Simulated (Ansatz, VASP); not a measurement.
**C in VASP and in Ansatz**

```xyz
10
Lattice="2.4815 -2.9826 0.0000 2.4815 2.9826 0.0000 0.0000 0.0000 5.3952" Properties=species:S:1:pos:R:3 pbc="T T T"
C     2.9981   -1.2682    1.9105
C     1.9648   -1.2682    0.7871
C     2.9981    1.2682    0.7871
C     1.9648    1.2682    1.9105
C     1.9648    1.2682    3.4847
C     2.9981    1.2682    4.6082
C     1.9648   -1.2682    4.6082
C     2.9981   -1.2682    3.4847
C     2.4815    0.0000    1.3488
C     2.4815    0.0000    4.0464
```

Alike in both runs: functional PBE; k mesh 6 × 6 × 4; occupations gaussian, width 0.02 eV; no spin polarisation.

Ansatz relaxed the structure, and its values are those at the end. VASP's run is a single point on that final structure, the one shown.

```csv
,VASP,Ansatz
version,VASP 6.6.1,Ansatz 0.2.0
potentials or method,"VASP PAW PBE potentials, release 64 (C), cutoff 600 eV","scalar-relativistic, plane waves, PAW"
valence electrons in the cell,40,40
```

Ansatz gave:

| Item | Value |
| --- | --- |
| gap on the k mesh at the Fermi level (eV) | 2.96 |
| least direct gap on the mesh (eV) | 3.27 |
| pressure (GPa) | 0.0 |
| rms of the force components (eV/Å) | 0.001 |

Question: Estimate VASP's values.

Answer: gap on the k mesh at the Fermi level (eV): 2.95; least direct gap on the mesh (eV): 3.26; pressure (GPa): 0.0; rms of the force components (eV/Å): 0.018.
